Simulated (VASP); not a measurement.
Write the native input for VASP 6.6.1 that does the following.

| Property | Result |
| --- | --- |
| Task | relaxation of volume and atoms at fixed shape |
| Functional | LDA |
| Potentials or basis | VASP PAW LDA potentials, release 64 (Pd) |
| Cutoff | 500 eV |
| k mesh | 10 × 10 × 10 |
| Occupations | methfessel-paxton, width 0.05 eV |
| Spin | no spin polarisation |
| Dipole correction | no |
| Further INCAR settings | ALGO = Normal; EDIFF = 1e-07; IBRION = 2; EDIFFG = -0.03; NSW = 80; ISIF = 8 |

The structure of Pd lies in POSCAR:

```
Pd
1.0
    0.0000000000      1.9450000000      1.9450000000
    1.9450000000      0.0000000000      1.9450000000
    1.9450000000      1.9450000000      0.0000000000
Pd
1
Direct
    0.0000000000      0.0000000000      0.0000000000
```

These files were run (other wordings do the same):

INCAR

```
PREC = Accurate
ENCUT = 500
EDIFF = 1E-7
ISMEAR = 1
SIGMA = 0.05
LREAL = False
LASPH = True
NELM = 120
ALGO = Normal
ISIF = 8
LWAVE = False
LCHARG = False
GGA = CA
IBRION = 2
NSW = 80
EDIFFG = -0.03
GGA_COMPAT = False
NELMIN = 4
```

KPOINTS

```
Automatic mesh
0
Gamma
  10 10 10
```

Potentials or basis: VASP PAW LDA potentials, release 64 (Pd).

Command:

```console
$ cat potpaw_LDA.64/Pd/POTCAR > POTCAR
$ mpirun -np 1 vasp_std > vasp.out
```

Results of the run:

```yaml
Relaxed_volume: 14.16 Å³/atom
Relaxed_cell: a = 2.716 Å, b = 2.716 Å, c = 2.716 Å, α = 60.00°, β = 60.00°, γ = 60.00°
Space_group_after_relaxing_to_0.1_Å: Fm-3m (No. 225)
Energy_gained_by_relaxing: 14.7 meV/atom
Ionic_steps: 3
Pressure_after_relaxing: -0.2 GPa
Band_gap_on_the_k_mesh: zero (bands 5 and 6 overlap by 1.69 eV)
```

It took 5.2 s on 1 thread of Intel(R) Xeon(R) 6975P-C (Granite Rapids), with other jobs on the host, peak memory 0.12 GiB.
